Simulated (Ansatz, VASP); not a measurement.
# PbS in VASP and in Ansatz

```
Pb S
1.0
     2.07995   -5.99130    0.00000
     2.07995    5.99130    0.00000
     0.00000    0.00000    4.27932
Pb S
2 2
Direct
  0.13056 0.86944 0.25000
  0.86944 0.13056 0.75000
  0.35480 0.64520 0.25000
  0.64520 0.35480 0.75000
```

Alike in both runs: functional revPBE; k mesh 7 × 7 × 6; occupations fermi-dirac, width 0.05 eV; no spin polarisation.

|  | VASP | Ansatz |
| --- | --- | --- |
| version | VASP 6.6.1 | Ansatz 0.2.0 |
| potentials or method | VASP PAW PBE potentials, release 64 (Pb_d, S) | Ansatz PAW |
| plane-wave cutoff (eV) | 520 | 420 |
| valence electrons in the cell | 40 | 40 |
| task | single point | band structure |

|  | VASP | Ansatz | Ansatz less VASP |
| --- | --- | --- | --- |
| gap on the k mesh at the Fermi level (eV) | 1.32 | 1.32 | 0.000 |
| least direct gap on the mesh (eV) | 1.50 | 1.50 | -0.001 |
| pressure (GPa) | 2.4 | 2.5 | +0.08 |
| traceless stress, the component that is largest in VASP (GPa) | 0.25 | 0.26 | +0.015 |
| rms of the force components (eV/Å) | 0.062 | 0.064 | +0.0017 |

VASP's potentials were made for PBE, not for revPBE. Atom by atom the forces differ by 0.003 eV/Å (rms over components). With one functional, cell and mesh, what is left measures potentials, basis and numerics.

Neither program's run includes spin-orbit coupling. Noted on Ansatz's run: the k mesh misses the band edges, so the gap on the mesh is wider than the one along the path.
